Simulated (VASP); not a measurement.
# TiC (WC type) (P-6m2) in VASP: further runs

The runs below take TiC (WC type) through relaxation of cell and atoms, with PBE.

Everything below comes from runs of VASP 6.6.1. Logs are shortened: lines on timing, memory, paths and dates and some standing lists are left out, and cuts for length are marked.

## 1. The cell of the first run

Symmetry: P-6m2, No. 187, hexagonal system. Conventional cell: a = 2.654 Å, b = 2.654 Å, c = 2.601 Å, α = 90.00°, β = 90.00°, γ = 120.00°. Ti (site symmetry -6m2) has 6 C at 2.01 Å and 8 Ti at 2.60 to 2.65 Å within 2.7 Å. C (site symmetry -6m2) has 6 Ti at 2.01 Å and 8 C at 2.60 to 2.65 Å within 2.7 Å.

## 2. Relaxation of cell and atoms, PBE, target pressure 100 GPa, at which the enthalpy is minimised

File INCAR:

```
SYSTEM = TiC
  PREC = Accurate
  ENCUT = 600
  EDIFF = 1E-6
  ISMEAR = -1
  SIGMA = 0.05
  LREAL = .False.
  LASPH = .True.
  NELM = 100
  ALGO = Normal
  ISIF = 3
  LWAVE = .False.
  LCHARG = .False.
  GGA = PE
  IBRION = 2
  NSW = 60
  EDIFFG = -0.005
  PSTRESS = 1000.0
```

File KPOINTS:

```
regular mesh
0
Gamma
  17 17 15
  0 0 0
```

File POSCAR:

```
TiC
1.0
    2.6537001809      0.0000000000      0.0000000000
   -1.3268500904      2.2981717707      0.0000000000
    0.0000000000      0.0000000000      2.6006261773
Ti C
1 1
Direct
    0.0000000000      0.0000000000      0.0000000000
    0.3333333333      0.6666666667      0.5000000000
```

Potentials or basis: VASP PAW PBE potentials, release 64 (Ti_sv, C).

Launch:

```bash
$ cat potpaw_PBE.64/Ti_sv/POTCAR potpaw_PBE.64/C/POTCAR > POTCAR
$ mpirun -np 1 vasp_std > vasp.out
```

OUTCAR:

```text
SYSTEM = TiC
   PREC = Accurate
   ENCUT = 600
   EDIFF = 1E-6
   ISMEAR = -1
   LREAL = .False.
   LASPH = .True.
   NELM = 100
   ISIF = 3
   GGA = PE
   IBRION = 2
   NSW = 60
   EDIFFG = -0.005
   PSTRESS = 1000.0

 ion  position               nearest neighbor table
   1  0.000  0.000  0.000-   2 2.01   2 2.01   2 2.01   2 2.01   2 2.01   2 2.01
   2  0.333  0.667  0.500-   1 2.01   1 2.01   1 2.01   1 2.01   1 2.01   1 2.01

  LATTYP: Found a hexagonal cell.
 ALAT       =     2.6537001809
 C/A-ratio  =     0.9800000000

  Lattice vectors:

 A1 = (   2.6537001809,   0.0000000000,   0.0000000000)
 A2 = (  -1.3268500904,   2.2981717707,   0.0000000000)
 A3 = (   0.0000000000,   0.0000000000,   2.6006261773)

Analysis of symmetry for initial positions (statically):
=====================================================================
 Subroutine PRICEL returns:
 Original cell was already a primitive cell.

 Routine SETGRP: Setting up the symmetry group for a
 hexagonal supercell.

 Subroutine GETGRP returns: Found 12 space group operations
 (whereof 12 operations were pure point group operations)
 out of a pool of 24 trial point group operations.

The static configuration has the point symmetry D_3h.

Analysis of symmetry for dynamics (positions and initial velocities):
=====================================================================
 Subroutine PRICEL returns:
 Original cell was already a primitive cell.

 Routine SETGRP: Setting up the symmetry group for a
 hexagonal supercell.

 Subroutine GETGRP returns: Found 12 space group operations
 (whereof 12 operations were pure point group operations)
 out of a pool of 24 trial point group operations.

The dynamic configuration has the point symmetry D_3h.

 Subroutine INISYM returns: Found 12 space group operations
 (whereof 12 operations are pure point group operations),
 and found     1 'primitive' translations

----------------------------------------------------------------------------------------

                                     Primitive cell

  volume of cell :      15.8603

  direct lattice vectors                    reciprocal lattice vectors
     2.653700181  0.000000000  0.000000000     0.376832322  0.217564242  0.000000000
    -1.326850090  2.298171771  0.000000000     0.000000000  0.435128485  0.000000000
     0.000000000  0.000000000  2.600626177     0.000000000  0.000000000  0.384522777

  length of vectors
     2.653700181  2.653700181  2.600626177     0.435128485  0.435128485  0.384522777

  position of ions in fractional coordinates (direct lattice)
     0.000000000  0.000000000  0.000000000
     0.333333333  0.666666667  0.500000000

  ion indices of the primitive-cell ions
   primitive index   ion index
                 1           1
                 2           2

----------------------------------------------------------------------------------------

 KPOINTS: regular mesh

Automatic generation of k-mesh.
 Grid dimensions read from file:
 generate k-points for:   17   17   15

 Generating k-lattice:

  Cartesian coordinates                     Fractional coordinates (reciprocal lattice)
     0.022166607  0.012797897  0.000000000     0.058823529  0.000000000  0.000000000
     0.000000000  0.025595793  0.000000000     0.000000000  0.058823529  0.000000000
     0.000000000  0.000000000  0.025634852     0.000000000  0.000000000  0.066666667

  Length of vectors
     0.025595793  0.025595793  0.025634852

  Shift w.r.t. Gamma in fractional coordinates (k-lattice)
     0.000000000  0.000000000  0.000000000

 Subroutine IBZKPT returns following result:
 ===========================================

 Found    264 irreducible k-points:

 Following reciprocal coordinates:
            Coordinates               Weight
  0.000000  0.000000  0.000000      1.000000
  0.058824  0.000000  0.000000      6.000000
  0.117647  0.000000  0.000000      6.000000
  0.176471 -0.000000  0.000000      6.000000
  0.235294  0.000000  0.000000      6.000000
  0.294118  0.000000  0.000000      6.000000
[... 16 lines left out ...]
  0.411765  0.117647  0.000000     12.000000
  0.176471  0.176471  0.000000      6.000000
 [... further k-points ...]
   k-points           NKPTS =    264   k-points in BZ     NKDIM =    264   number of bands    NBANDS=     12
   number of dos      NEDOS =    301   number of ions     NIONS =      2
   total plane-waves  NPLWV =  13824
   dimension x,y,z NGX =    24 NGY =   24 NGZ =   24
   dimension x,y,z NGXF=    48 NGYF=   48 NGZF=   48
   ions per type =               1   1
   NGX,Y,Z   is equivalent  to a cutoff of  15.04, 15.04, 15.34 a.u.
   NGXF,Y,Z  is equivalent  to a cutoff of  30.07, 30.07, 30.68 a.u.
 SYSTEM =  TiC
   PREC   = accura    normal or accurate (medium, high low for compatibility)
   ISTART =      0    job   : 0-new  1-cont  2-samecut
   ICHARG =      2    charge: 1-file 2-atom 10-const
   ISPIN  =      1    spin polarized calculation?
   LNONCOLLINEAR =      F non collinear calculations
   LSORBIT =      F    spin-orbit coupling
   LASPH  =      T    aspherical Exc in radial PAW
   ENCUT  =  600.0 eV  44.10 Ry    6.64 a.u.   5.30  5.30  5.19*2*pi/ulx,y,z
   NELM   =    100;   NELMIN=  2; NELMDL= -5     # of ELM steps
   EDIFF  = 0.1E-05   stopping-criterion for ELM
   LREAL  =      F    real-space projection
   EDIFFG = -.5E-02   stopping-criterion for IOM
   NSW    =     60    number of steps for IOM
   IBRION =      2    ionic relax: 0-MD 1-quasi-New 2-CG
   NFREE  =      1    steps in history (QN), initial steepest desc. (CG)
   ISIF   =      3    stress and relaxation
   ISYM   =      2    0-nonsym 1-usesym 2-fastsym
   POTIM  = 0.5000    time-step for ionic-motion
   TEBEG  =    0.0;   TEEND  =   0.0 temperature during run
   PSTRESS= 1000.0 pullay stress
   NELECT =      16.0000    total number of electrons
   NUPDOWN=      -1.0000    fix difference up-down
   EMIN   =  10.00;   EMAX   =-10.00  energy-range for DOS
   EFERMI =   0.00;   METHOD = LEGACY
   ISMEAR =    -1;   SIGMA  =   0.05  broadening in eV -4-tet -1-fermi 0-gaus
   EFERMI_NEDOS =   21; number of points for ismear=-14 and -15
   IALGO  =     38    algorithm
   IMIX   =      4    mixing-type and parameters
     AMIX     =   0.40;   BMIX     =  1.00
     AMIX_MAG =   1.60;   BMIX_MAG =  1.00
  volume/ion in A,a.u.               =       7.93        53.52
  Fermi-wavevector in a.u.,A,eV,Ry     =   1.641890  3.102722 36.678625  2.695803
  Thomas-Fermi vector in A             =   2.732285
   LORBIT       =      0    0 simple, 1 ext, 2 COOP (PROOUT), +10 PAW based schemes
   GGA     = PE    functional components
   LHFCALC =     F    Hartree Fock is set to
   AEXX    =    0.0000 exact exchange contribution
   IVDW    =     0    specifies the selected vdW correction
   LEPSILON=     F    determine dielectric tensor
   LRPA    =     F    only Hartree local field effects (RPA)
 conjugate gradient relaxation of ions
 non-spin polarized calculation
  energy-cutoff  :      600.00
  volume of cell :       15.86
 maximum number of plane-waves:       547
 NGX is ok and might be reduce to    24
   NGX = 11   NGY = 11   NGZ = 11

--------------------------------------- Ionic step        1  -------------------------------------------

 number of electron      15.9999999 magnetization

 Free energy of the ion-electron system (eV)
  ---------------------------------------------------
  ext. energy  EPLUGINS =         0.00000000
  ---------------------------------------------------
  free energy    TOTEN  =       -15.66381848 eV

  energy without entropy =      -15.66080803  energy(sigma->0) =      -15.66231326

------------------------ aborting loop because EDIFF is reached ----------------------------------------

  FORCE on cell =-STRESS in cart. coord.  units (eV):
  Direction    XX          YY          ZZ          XY          YZ          ZX
  --------------------------------------------------------------------------------------
  -------------------------------------------------------------------------------------
  Total       12.0192358     12.0192358      9.9982651      0.0000000      0.0000000      0.0000000
  in kB     1214.1578963   1214.1578963   1010.0036928      0.0000000      0.0000000      0.0000000
  external PRESSURE =     146.1064951 kB  Pullay stress =    1000.0000000 kB
[... 97 lines left out ...]
  energy  without entropy=      -16.0751921175  energy(sigma->0) =      -16.07653111

  enthalpy is  TOTEN    =        -5.8020615581 eV   P V=       10.2758085505

[... ionic steps 4 to 7 ...]

--------------------------------------- Ionic step        8  -------------------------------------------

 number of electron      16.0000001 magnetization

------------------------ aborting loop because EDIFF is reached ----------------------------------------
[... 71 lines left out ...]
--------------------------------------- Ionic step       10  -------------------------------------------

 number of electron      16.0000001 magnetization

 Free energy of the ion-electron system (eV)
  ---------------------------------------------------
  ext. energy  EPLUGINS =         0.00000000
  ---------------------------------------------------
  free energy    TOTEN  =       -16.03074245 eV

  energy without entropy =      -16.02869598  energy(sigma->0) =      -16.02971922

 E-fermi :  11.9289     XC(G=0): -13.7796

 val. band max:       11.9192106693   @ k =   0.2353   0.0588   0.0000
 cond. band min:      11.9435541592   @ k =   0.2941   0.2941   0.4667
 fundamental gap:      0.0243434899
 Fermi energy:        11.9288929475

 k-point     1 :       0.0000    0.0000    0.0000
  band No.  band energies     occupation
      1     -43.8052      2.00000
      2     -19.6654      2.00000
      3     -19.6654      2.00000
      4     -19.2955      2.00000
      5      -1.1612      2.00000
      6      10.2440      2.00000
      7      10.2440      2.00000
      8      10.4347      2.00000
      9      14.4955      0.00000
     10      16.6127      0.00000
     11      16.6127      0.00000
     12      19.6299      0.00000
[... 331 lines left out ...]
 k-point    24 :       0.1765    0.1765    0.0000
  band No.  band energies     occupation
      1     -43.6646      2.00000
      2     -20.4242      2.00000
      3     -19.9208      2.00000
      4     -19.1824      2.00000
      5       0.9721      2.00000
      6       7.6698      2.00000
      7      10.9322      2.00000
      8      11.6761      1.98735
      9      12.0453      0.17748
     10      15.9457      0.00000
     11      17.3177      0.00000
     12      18.0968      0.00000

 [... further k-points ...]

------------------------ aborting loop because EDIFF is reached ----------------------------------------

  FORCE on cell =-STRESS in cart. coord.  units (eV):
  Direction    XX          YY          ZZ          XY          YZ          ZX
  --------------------------------------------------------------------------------------
  -------------------------------------------------------------------------------------
  Total       10.2108630     10.2108630     10.2173865      0.0000000      0.0000000      0.0000000
  in kB      999.9890537    999.9890537   1000.6279283      0.0000001      0.0000000      0.0000000
  external PRESSURE =       0.2020119 kB  Pullay stress =    1000.0000000 kB
[... 21 lines left out ...]
  energy  without entropy=      -16.0286959798  energy(sigma->0) =      -16.02971922

  enthalpy is  TOTEN    =        -5.8197677257 eV   P V=       10.2109747261

 reached required accuracy - stopping structural energy minimisation
```

Run time: 1.9 min. Hardware: 1 thread of Intel Xeon 6975P-C (Granite Rapids), shared host; peak memory 0.21 GiB.

What came out:

```yaml
Free_energy: -16.0307 eV
Relaxed_volume: 8.18 Å³/atom
Relaxed_cell: a = 2.724 Å, b = 2.724 Å, c = 2.546 Å, α = 90.00°, β = 90.00°, γ = 120.00°
Space_group_after_relaxing_to_0.1_Å: P-6m2 (No. 187)
Energy_change_on_relaxing_the_run_minimises_the_enthalpy: -183.5 meV/atom
Ionic_steps: 10
Pressure_after_relaxing: 100.0 GPa
Band_gap_on_the_k_mesh: zero (bands 8 and 9 overlap by 0.23 eV)
```

Step by step:
| step | energy change (eV) | largest force (eV/Å) | pressure (GPa) | volume (Å³) |
| --- | --- | --- | --- | --- |
| 1 | 0.0000 | 0.0000 | 114.61 | 15.86 |
| 2 | -0.9809 | 0.0000 | 64.77 | 17.57 |
| 3 | -0.4141 | 0.0000 | 94.74 | 16.46 |
| 4 | -0.3563 | 0.0000 | 101.40 | 16.35 |
| 5 | -0.3864 | 0.0000 | 99.04 | 16.39 |
| 6 | -0.3873 | 0.0000 | 98.95 | 16.39 |
| 7 | -0.3262 | 0.0000 | 102.09 | 16.30 |
| 8 | -0.3681 | 0.0000 | 99.94 | 16.36 |
| 9 | -0.3685 | 0.0000 | 99.89 | 16.36 |
| 10 | -0.3669 | 0.0000 | 100.02 | 16.36 |

Final structure:
```
CELL_PARAMETERS angstrom
2.72412 0.00000 0.00000
-1.36206 2.35915 0.00000
0.00000 0.00000 2.54563
ATOMIC_POSITIONS crystal
Ti 0.00000 0.00000 0.00000
C 0.33333 0.66667 0.50000
```

Caveat: the cell is relaxed towards a set pressure, so the run minimises the enthalpy, not the energy.

## 3. Relaxation of cell and atoms, PBE, target pressure 100 GPa, at which the enthalpy is minimised

This run uses another cell than the first one, of 8.19 Å³/atom.

File INCAR:

```
SYSTEM = TiC
ALGO = Normal ; EDIFF = 1E-6
EDIFFG = -0.005 ; ENCUT = 600
GGA = PE ; IBRION = 2
ISIF = 3 ; ISMEAR = -1
LASPH = .TRUE. ; LCHARG = .FALSE.
LREAL = .FALSE. ; LWAVE = .FALSE.
NELM = 100 ; NSW = 32
PREC = Accurate ; PSTRESS = 1000.0
SIGMA = 0.05
```

File KPOINTS:

```
k-points
0
G
  17 17 15
  0 0 0
```

File POSCAR:

```
TiC
1.0
    2.7248153310      0.0000000000      0.0000000000
   -1.3624076655      2.3597592973      0.0000000000
    0.0000000000      0.0000000000      2.5465755620
Ti C
1 1
Direct
    0.0000000000      0.0000000000      0.0000000000
    0.3333333333      0.6666666667      0.5000000000
```

Potentials or basis: VASP PAW PBE potentials, release 64 (Ti_sv, C).

Launch:

```bash
$ cat potpaw_PBE.64/Ti_sv/POTCAR potpaw_PBE.64/C/POTCAR > POTCAR
$ mpirun -np 1 vasp_std > vasp.out
```

Wall time 38 s (1 thread of Intel Xeon 6975P-C (Granite Rapids), shared host); peak memory 0.2 GiB.

Results (log left out):

```
Free energy                                                : -16.0317 eV
Relaxed volume                                             : 8.18 Å³/atom
Relaxed cell                                               : a = 2.724 Å, b = 2.724 Å, c = 2.546 Å, α = 90.00°, β = 90.00°, γ = 120.00°
Space group after relaxing (to 0.1 Å)                      : P-6m2 (No. 187)
Energy change on relaxing (the run minimises the enthalpy) : +4.4 meV/atom
Ionic steps                                                : 3
Pressure after relaxing                                    : 100.0 GPa
Band gap on the k mesh                                     : zero (bands 8 and 9 overlap by 0.23 eV)
```

Step by step:
| step | energy change (eV) | largest force (eV/Å) | pressure (GPa) | volume (Å³) |
| --- | --- | --- | --- | --- |
| 1 | 0.0000 | 0.0000 | 99.54 | 16.37 |
| 2 | 0.0346 | 0.0000 | 101.34 | 16.32 |
| 3 | 0.0087 | 0.0000 | 100.03 | 16.36 |

Final structure:
```
Ti C
1.0
     2.72405    0.00000    0.00000
    -1.36203    2.35910    0.00000
     0.00000    0.00000    2.54582
Ti C
1 1
Direct
  0.00000 0.00000 0.00000
  0.33333 0.66667 0.50000
```

Levels at points of the mesh, in eV from the Fermi level:
| k point | band 6 | band 7 | band 8 | band 9 | band 10 | band 11 |
| --- | --- | --- | --- | --- | --- | --- |
| (0.00, 0.00, 0.00) | -1.68 | -1.68 | -1.49 | 2.57 | 4.68 | 4.68 |

Caveat: the cell is relaxed towards a set pressure, so the run minimises the enthalpy, not the energy.
